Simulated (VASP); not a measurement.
# SiC (Moissanite) (P6_3mc) in VASP: notebook

The runs below take SiC (Moissanite) through single point, with PBE.

Program: VASP 6.6.1. These are calculated values, not measurements. Logs are shortened: lines on timing, memory, paths and dates and some standing lists are left out, and cuts for length are marked.

## 1. The cell of the first run

It takes space group P6_3mc (No. 186, hexagonal). Conventional cell: a = 3.151 Å, b = 3.151 Å, c = 5.171 Å, α = 90.00°, β = 90.00°, γ = 120.00°. Si (site symmetry 3m) has 4 C at 1.91 to 1.99 Å within 2.5 Å. C (site symmetry 3m) has 4 Si at 1.91 to 1.99 Å within 2.5 Å.

## 2. Single point, PBE

The input, INCAR:

```
PREC = Accurate
ENCUT = 600
EDIFF = 1E-6
ISMEAR = 0
SIGMA = 0.01
LREAL = F
LASPH = T
NELM = 120
ALGO = Normal
ISIF = 2
LWAVE = F
LCHARG = T
GGA = PE
LELF = T
LVHAR = T
NBANDS = 16
GGA_COMPAT = F
```

The input, KPOINTS:

```
regular mesh
0
Gamma
  12 12 4
```

The input, POSCAR:

```
SiC
1.0
    3.1510538071      0.0000000000      0.0000000000
   -1.5755269036      2.7288925002      0.0000000000
    0.0000000000      0.0000000000      5.1711702270
Si C
2 2
Direct
    0.3333333333      0.6666666667      0.0000000000
    0.6666666667      0.3333333333      0.5000000000
    0.3333333333      0.6666666667      0.3850000000
    0.6666666667      0.3333333333      0.8850000000
```

Potentials or basis: VASP PAW PBE potentials, release 64 (Si, C).

Command:

```
$ cat potpaw_PBE.64/Si/POTCAR potpaw_PBE.64/C/POTCAR > POTCAR
$ mpirun -np 1 vasp_std > vasp.out
```

OUTCAR:

```text
PREC = Accurate
   ENCUT = 600
   EDIFF = 1E-6
   ISMEAR = 0
   LREAL = F
   LASPH = T
   NELM = 120
   ISIF = 2
   GGA = PE

 ion  position               nearest neighbor table
   1  0.333  0.667  0.000-   4 1.91   4 1.91   4 1.91   3 1.99
   2  0.667  0.333  0.500-   3 1.91   3 1.91   3 1.91   4 1.99
   3  0.333  0.667  0.385-   2 1.91   2 1.91   2 1.91   1 1.99
   4  0.667  0.333  0.885-   1 1.91   1 1.91   1 1.91   2 1.99

  LATTYP: Found a hexagonal cell.
 ALAT       =     3.1510538071
 C/A-ratio  =     1.6410923277

  Lattice vectors:

 A1 = (   3.1510538071,   0.0000000000,   0.0000000000)
 A2 = (  -1.5755269036,   2.7288925002,   0.0000000000)
 A3 = (   0.0000000000,   0.0000000000,   5.1711702270)

Analysis of symmetry for initial positions (statically):
=====================================================================
 Subroutine PRICEL returns:
 Original cell was already a primitive cell.

 Routine SETGRP: Setting up the symmetry group for a
 hexagonal supercell.

 Subroutine GETGRP returns: Found 12 space group operations
 (whereof  6 operations were pure point group operations)
 out of a pool of 24 trial point group operations.

The static configuration has the point symmetry C_3v.
 The point group associated with its full space group is C_6v.

Analysis of symmetry for dynamics (positions and initial velocities):
=====================================================================
 Subroutine PRICEL returns:
 Original cell was already a primitive cell.

 Routine SETGRP: Setting up the symmetry group for a
 hexagonal supercell.

 Subroutine GETGRP returns: Found 12 space group operations
 (whereof  6 operations were pure point group operations)
 out of a pool of 24 trial point group operations.

The dynamic configuration has the point symmetry C_3v.
 The point group associated with its full space group is C_6v.

 Subroutine INISYM returns: Found 12 space group operations
 (whereof  6 operations are pure point group operations),
 and found     1 'primitive' translations

----------------------------------------------------------------------------------------

                                     Primitive cell

[... 86 lines left out ...]
   ISTART =      0    job   : 0-new  1-cont  2-samecut
   ICHARG =      2    charge: 1-file 2-atom 10-const
   ISPIN  =      1    spin polarized calculation?
   LNONCOLLINEAR =      F non collinear calculations
   LSORBIT =      F    spin-orbit coupling
   LASPH  =      T    aspherical Exc in radial PAW
   ENCUT  =  600.0 eV  44.10 Ry    6.64 a.u.   6.29  6.29 10.33*2*pi/ulx,y,z
   NELM   =    120;   NELMIN=  2; NELMDL= -5     # of ELM steps
   EDIFF  = 0.1E-05   stopping-criterion for ELM
   LREAL  =      F    real-space projection
   EDIFFG = 0.1E-04   stopping-criterion for IOM
   NSW    =      0    number of steps for IOM
   IBRION =     -1    ionic relax: 0-MD 1-quasi-New 2-CG
   NFREE  =      0    steps in history (QN), initial steepest desc. (CG)
   ISIF   =      2    stress and relaxation
   ISYM   =      2    0-nonsym 1-usesym 2-fastsym
   POTIM  = 0.5000    time-step for ionic-motion
   TEBEG  =    0.0;   TEEND  =   0.0 temperature during run
   PSTRESS=    0.0 pullay stress
   NELECT =      16.0000    total number of electrons
   NUPDOWN=      -1.0000    fix difference up-down
   EMIN   =  10.00;   EMAX   =-10.00  energy-range for DOS
   EFERMI =   0.00;   METHOD = LEGACY
   ISMEAR =     0;   SIGMA  =   0.01  broadening in eV -4-tet -1-fermi 0-gaus
   EFERMI_NEDOS =   21; number of points for ismear=-14 and -15
   IALGO  =     38    algorithm
   IMIX   =      4    mixing-type and parameters
     AMIX     =   0.40;   BMIX     =  1.00
     AMIX_MAG =   1.60;   BMIX_MAG =  1.00
  volume/ion in A,a.u.               =      11.12        75.02
  Fermi-wavevector in a.u.,A,eV,Ry     =   1.164406  2.200408 18.447344  1.355842
  Thomas-Fermi vector in A             =   2.300944
   LORBIT       =      0    0 simple, 1 ext, 2 COOP (PROOUT), +10 PAW based schemes
   GGA     = PE    functional components
   LHFCALC =     F    Hartree Fock is set to
   AEXX    =    0.0000 exact exchange contribution
   IVDW    =     0    specifies the selected vdW correction
   LEPSILON=     F    determine dielectric tensor
   LRPA    =     F    only Hartree local field effects (RPA)
 non-spin polarized calculation
 Gauss-broadening in eV      SIGMA  =   0.01
  energy-cutoff  :      600.00
  volume of cell :       44.47
 maximum number of plane-waves:      1509
 NGX is ok and might be reduce to    28
   NGX = 13   NGY = 13   NGZ = 21

 number of electron      15.9999999 magnetization

 Free energy of the ion-electron system (eV)
  ---------------------------------------------------
  ext. energy  EPLUGINS =         0.00000000
  ---------------------------------------------------
  free energy    TOTEN  =       -29.99513014 eV

  energy without entropy =      -29.99513014  energy(sigma->0) =      -29.99513014

 E-fermi :   7.6662     XC(G=0): -11.0357

 val. band max:        7.6112977184   @ k =   0.0000   0.0000   0.0000
 cond. band min:      10.0610834335   @ k =   0.3333   0.3333   0.0000
 fundamental gap:      2.4497857152
 Fermi energy:         7.6661656790

 k-point     1 :       0.0000    0.0000    0.0000
  band No.  band energies     occupation
      1      -7.5505      2.00000
      2      -4.3156      2.00000
      3      -0.6656      2.00000
      4       6.0905      2.00000
      5       6.0905      2.00000
      6       7.3308      2.00000
[... 433 lines left out ...]
      3       0.5048      2.00000
      4       2.2727      2.00000
      5       2.8170      2.00000
      6       4.7737      2.00000
[... 8 lines left out ...]
     15      18.1953      0.00000
     16      18.6337      0.00000

 [... further k-points ...]
[... 5 lines left out ...]
  --------------------------------------------------------------------------------------
  -------------------------------------------------------------------------------------
  Total       -2.7747686     -2.7747683     -3.3934672      0.0000000      0.0000000      0.0000000
  in kB      -99.9784212    -99.9784105   -122.2709134      0.0000000      0.0000000      0.0000000
  external PRESSURE =    -107.4092483 kB  Pullay stress =       0.0000000 kB

 VOLUME and BASIS-vectors are now :
 -----------------------------------------------------------------------------
  energy-cutoff  :      600.00
  volume of cell :       44.47
      direct lattice vectors                 reciprocal lattice vectors
     3.151053807  0.000000000  0.000000000     0.317354149  0.183224513  0.000000000
    -1.575526904  2.728892500  0.000000000     0.000000000  0.366449026  0.000000000
     0.000000000  0.000000000  5.171170227     0.000000000  0.000000000  0.193379826

 POSITION                                       TOTAL-FORCE (eV/Angst)
 -----------------------------------------------------------------------------------
     -0.00000      1.81926      0.00000         0.000000      0.000000      0.645799
      1.57553      0.90963      2.58559        -0.000000      0.000000      0.645799
     -0.00000      1.81926      1.99090        -0.000000      0.000000     -0.645799
      1.57553      0.90963      4.57649         0.000000     -0.000000     -0.645799
 -----------------------------------------------------------------------------------
    total drift:                               -0.000000      0.000000     -0.000123

  FREE ENERGIE OF THE ION-ELECTRON SYSTEM (eV)
  ---------------------------------------------------
  free  energy   TOTEN  =       -29.9951301432 eV

  energy  without entropy=      -29.9951301432  energy(sigma->0) =      -29.99513014
```

OSZICAR:

```text
N       E                     dE             d eps       ncg     rms          rms(c)
DAV:   1     0.289457042096E+02    0.28946E+02   -0.75829E+03  1824   0.992E+02
DAV:   2    -0.304789484527E+02   -0.59425E+02   -0.54253E+02  2608   0.161E+02
DAV:   3    -0.333258728002E+02   -0.28469E+01   -0.28325E+01  2432   0.322E+01
DAV:   4    -0.333492845529E+02   -0.23412E-01   -0.23407E-01  2160   0.359E+00
DAV:   5    -0.333495269635E+02   -0.24241E-03   -0.24240E-03  2408   0.349E-01    0.115E+01
DAV:   6    -0.300424539374E+02    0.33071E+01   -0.61719E+00  2312   0.151E+01    0.505E+00
DAV:   7    -0.300113686436E+02    0.31085E-01   -0.95457E-01  2552   0.565E+00    0.233E+00
DAV:   8    -0.299960824551E+02    0.15286E-01   -0.40523E-02  2000   0.134E+00    0.585E-01
DAV:   9    -0.299947354984E+02    0.13470E-02   -0.71366E-03  2312   0.567E-01    0.127E-01
DAV:  10    -0.299950966858E+02   -0.36119E-03   -0.11321E-03  2224   0.192E-01    0.594E-02
DAV:  11    -0.299951291541E+02   -0.32468E-04   -0.11906E-04  2096   0.754E-02    0.136E-02
DAV:  12    -0.299951301432E+02   -0.98914E-06   -0.82117E-06  2352   0.184E-02
   1 F= -.29995130E+02 E0= -.29995130E+02  d E =-.825272E-18
```

Wall time 35 s (1 thread of AMD EPYC 7R43 (Zen 3), shared host); peak memory 0.16 GiB.

Results:

* Free energy: -29.9951 eV
* Pressure: -10.7 GPa
* Largest force: 0.646 eV/Å
* Band gap on the k mesh: 2.45 eV, indirect (least direct gap 3.93 eV)

Forces on the atoms (eV/Å):
```
Si   0.000  0.000  0.646
Si   0.000  0.000  0.646
C    0.000  0.000 -0.646
C    0.000  0.000 -0.646
```

Stress tensor (GPa, compression positive):
```
-10.00   0.00   0.00
  0.00 -10.00   0.00
  0.00   0.00 -12.23
```

Levels at points of the mesh, in eV from the valence-band top:
| k point | band 4 | band 5 | band 6 | band 7 | band 8 | band 9 | band 10 | band 11 | band 12 | band 13 |
| --- | --- | --- | --- | --- | --- | --- | --- | --- | --- | --- |
| (0.00, 0.00, 0.00) | -1.52 | -1.52 | -0.28 | -0.28 | 0.00 | 4.01 | 5.25 | 6.10 | 6.10 | 6.94 |
| (0.50, 0.00, 0.00) | -6.39 | -5.17 | -3.40 | -3.05 | -1.47 | 2.46 | 4.10 | 6.18 | 6.94 | 9.07 |
| (0.00, 0.00, 0.50) | -4.32 | -0.95 | -0.95 | -0.95 | -0.95 | 5.07 | 5.07 | 6.79 | 6.79 | 6.79 |
| (0.50, 0.00, 0.50) | -8.14 | -2.59 | -2.59 | -2.26 | -2.26 | 3.00 | 3.00 | 4.69 | 4.69 | 9.88 |

A k mesh can miss the band edges. PBE gaps usually lie below the measured ones, often by a third to a half.

## 3. Single point, PBE

This run uses another cell than the first one, of 11.38 Å³/atom, 1.023 times its volume.

The input, INCAR:

```
ALGO     = Normal         # electronic algorithm
EDIFF    = 1E-6           # SCF threshold, eV
ENCUT    = 600            # plane-wave cutoff, eV
GGA      = PE             # functional
GGA_COMPAT= False        
ISIF     = 2              # what is computed and relaxed
ISMEAR   = 0              # smearing method
LASPH    = True           # aspherical terms in the spheres
LCHARG   = False          # write CHGCAR
LREAL    = False          # projectors in reciprocal space
LWAVE    = False          # write WAVECAR
NBANDS   = 16             # bands
NELM     = 120            # most SCF steps
PREC     = Accurate       # precision mode
SIGMA    = 0.01           # smearing width, eV
```

The input, KPOINTS:

```
k-points
0
Gamma
  12 12 4
```

The input, POSCAR:

```
SiC
1.0
    3.1752936351      0.0000000000      0.0000000000
   -1.5876468176      2.7498848059      0.0000000000
    0.0000000000      0.0000000000      5.2109500228
Si C
2 2
Direct
    0.3333333333      0.6666666667      0.0000000000
    0.6666666667      0.3333333333      0.5000000000
    0.3333333333      0.6666666667      0.3850000000
    0.6666666667      0.3333333333      0.8850000000
```

Potentials or basis: VASP PAW PBE potentials, release 64 (Si, C).

Command:

```
$ cat potpaw_PBE.64/Si/POTCAR potpaw_PBE.64/C/POTCAR > POTCAR
$ mpirun -np 1 vasp_std > vasp.out
```

Wall time 36 s (1 thread of AMD EPYC 7R43 (Zen 3), shared host); peak memory 0.16 GiB.

It converged, with:

```yaml
Free_energy: -29.9145 eV
Pressure: -14.4 GPa
Largest_force: 0.615 eV/Å
Band_gap_on_the_k_mesh: 2.42 eV, indirect (least direct gap 3.81 eV)
```

Forces in eV/Å, atoms in the order of the input:
```
Si   0.000  0.000  0.615
Si   0.000  0.000  0.615
C    0.000  0.000 -0.615
C    0.000  0.000 -0.615
```

Stress tensor (GPa, compression positive):
```
-13.93   0.00   0.00
  0.00 -13.93   0.00
  0.00   0.00 -15.46
```

Levels at points of the mesh, in eV from the valence-band top:
```
           k point  band 4  band 5  band 6  band 7  band 8  band 9  band 10  band 11  band 12  band 13
(0.00, 0.00, 0.00)   -1.51   -1.51   -0.28   -0.28    0.00    3.82     5.01     5.97     5.97     6.76
(0.50, 0.00, 0.00)   -6.34   -5.09   -3.35   -2.99   -1.46    2.42     4.06     6.01     6.85     8.89
(0.00, 0.00, 0.50)   -4.27   -0.95   -0.95   -0.95   -0.95    4.87     4.87     6.67     6.67     6.67
(0.50, 0.00, 0.50)   -8.04   -2.56   -2.56   -2.24   -2.24    2.95     2.95     4.60     4.60     9.73
```

A k mesh can miss the band edges. As with any semilocal functional, this PBE gap is likely too small.
